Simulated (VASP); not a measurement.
Runs of VASP 6.6.1 on ZnS (Wurtzite-2H). The structure is that of space group P6_3mc (No. 186), or close to it. The cells are those of the table. 

| task | cell | cutoff (eV) | gap on the mesh (eV) | pressure (GPa) |
| --- | --- | --- | --- | --- |
| single point | a = 3.807, b = 3.807, c = 6.246 Å, angles 90.0, 90.0, 120.0°, 4 atoms | 520 | 2.79 | 0.0 |
| single point | a = 3.503, b = 3.503, c = 5.846 Å, angles 90.0, 90.0, 120.0°, 4 atoms | 520 | (a) | 30.2 |
| single point | a = 3.438, b = 3.438, c = 5.787 Å, angles 90.0, 90.0, 120.0°, 4 atoms | 520 | 3.18 | (b) |
| single point | a = 3.673, b = 3.673, c = 6.054 Å, angles 90.0, 90.0, 120.0°, 4 atoms | 520 | 3.27 | 10.0 |
| relaxation of cell and atoms | relaxed to 10 GPa from a = 3.811, b = 3.811, c = 6.234 Å, angles 90.0, 90.0, 120.0°, 4 atoms | 600 | 3.27 | 10.1 |
| single point | a = 3.578, b = 3.578, c = 5.931 Å, angles 90.0, 90.0, 120.0°, 4 atoms | 520 | (c) | 20.1 |
| relaxation of cell and atoms | relaxed from a = 3.811, b = 3.811, c = 6.234 Å, angles 90.0, 90.0, 120.0°, 4 atoms | 600 | 2.79 | 0.1 |

Alike in all rows: level r2SCAN; potentials or basis VASP PAW PBE potentials, release 64 (Zn, S); no spin polarisation; k mesh 6 × 6 × 4; smearing gaussian 0.01 eV.

Fill in the values left out.

(a) 3.49; (b) 40.3; (c) 3.62.

Caveats: the PAW data sets were made with another functional, which shifts forces and pressure a little; the cell is relaxed towards a set pressure, so the enthalpy falls and the energy may rise (some runs).

A k mesh can miss the band edges.
